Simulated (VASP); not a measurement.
Wanted: the native input for a VASP 6.6.1 run.

```
Task                   : single point
Functional             : PBE
Potentials or basis    : VASP PAW PBE potentials, release 64 (Li_sv, Y_sv, Hg)
Cutoff                 : 520 eV
k mesh                 : 4 × 4 × 4
Occupations            : gaussian, width 0.1 eV
Spin                   : no spin polarisation
Dipole correction      : no
Further INCAR settings : ALGO = Normal; EDIFF = 1e-07; NBANDS = 20
```

The structure of LiYHg lies in POSCAR:

```
LiYHg
1.0
    3.7942966300      0.0000000000      0.0000000000
    0.0000000000      3.7942966300      0.0000000000
    0.0000000000      0.0000000000      5.2267817200
Li Y Hg
1 1 1
Direct
    0.0000000000      0.0000000000      0.0000000000
    0.0000000000      0.0000000000      0.5000000000
    0.5000000000      0.5000000000      0.0000000000
```

These files were run (other wordings do the same):

INCAR

```
PREC = Accurate
ENCUT = 520
EDIFF = 1E-7
ISMEAR = 0
SIGMA = 0.1
LREAL = F
LASPH = T
NELM = 100
ALGO = Normal
ISIF = 2
LWAVE = F
LCHARG = T
GGA = PE
LELF = T
LVHAR = T
NBANDS = 20
```

KPOINTS

```
regular mesh
0
Gamma
  4 4 4
```

Potentials or basis: VASP PAW PBE potentials, release 64 (Li_sv, Y_sv, Hg).

Command:

```sh
$ cat potpaw_PBE.64/Li_sv/POTCAR potpaw_PBE.64/Y_sv/POTCAR potpaw_PBE.64/Hg/POTCAR > POTCAR
$ mpirun -np 1 vasp_std > vasp.out
```

Results of the run:

* Band gap on the k mesh: zero (band 13 reaches 2.72 eV, above the bottom of band 14 at 1.55 eV)

Caveat: the k points lie up to 0.41 Å⁻¹ apart; spin-orbit coupling is left out, which moves the levels of the heavy elements.

Run time: 28 s on 1 thread of Intel(R) Xeon(R) Platinum 8259CL CPU @ 2.50GHz (Skylake/Cascade Lake), with other jobs on the host, peak memory 0.2 GiB.
